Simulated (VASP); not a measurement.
# Cu: single point with PBEsol

Cu:

```
CELL_PARAMETERS angstrom
0.00000 1.88087 1.59874
1.88087 0.00000 1.59874
1.88087 1.88087 0.00000
ATOMIC_POSITIONS crystal
Cu 0.00000 0.00000 0.00000
```

This cell differs from its parent crystal: ratio of the length along z to the lengths across it x 0.85, volume and fractional coordinates fixed.

```
Program             : VASP 6.6.1
Task                : single point
Functional          : PBEsol
Potentials or basis : VASP PAW PBE potentials, release 64 (Cu)
Cutoff              : 520 eV
k mesh              : 32 × 32 × 32
Occupations         : gaussian, width 0.15 eV
Spin                : no spin polarisation
```

* Pressure: 1.5 GPa
* Band gap on the k mesh: zero (an odd number of electrons rules out a gap without spin polarisation)

Stress tensor (GPa, compression positive):
```
0.20 0.00 0.00
0.00 0.20 0.00
0.00 0.00 4.03
```

Levels at points of the mesh, in eV from the Fermi level:
| k point | band 3 | band 4 | band 5 | band 6 | band 7 | band 8 | band 9 | band 10 |
| --- | --- | --- | --- | --- | --- | --- | --- | --- |
| (0.00, 0.00, 0.00) | -3.34 | -2.73 | -2.64 | -2.01 | 23.46 | 25.77 | 25.77 | 26.91 |
| (0.50, 0.00, 0.00) | -2.74 | -1.87 | -1.50 | -1.08 | 4.08 | 19.68 | 20.21 | 23.63 |
| (0.50, 0.50, 0.00) | -1.67 | -1.51 | -1.51 | 4.19 | 10.50 | 10.86 | 10.86 | 15.94 |
| (0.50, 0.00, 0.50) | -1.79 | -1.79 | -1.36 | 0.31 | 6.00 | 15.01 | 15.09 | 19.40 |

It took 3.1 min on 1 thread of Intel(R) Xeon(R) Platinum 8488C (Sapphire Rapids), on a shared host, peak memory 0.4 GiB.

Caveat: the PAW data sets were made with another functional, which shifts forces and pressure a little.
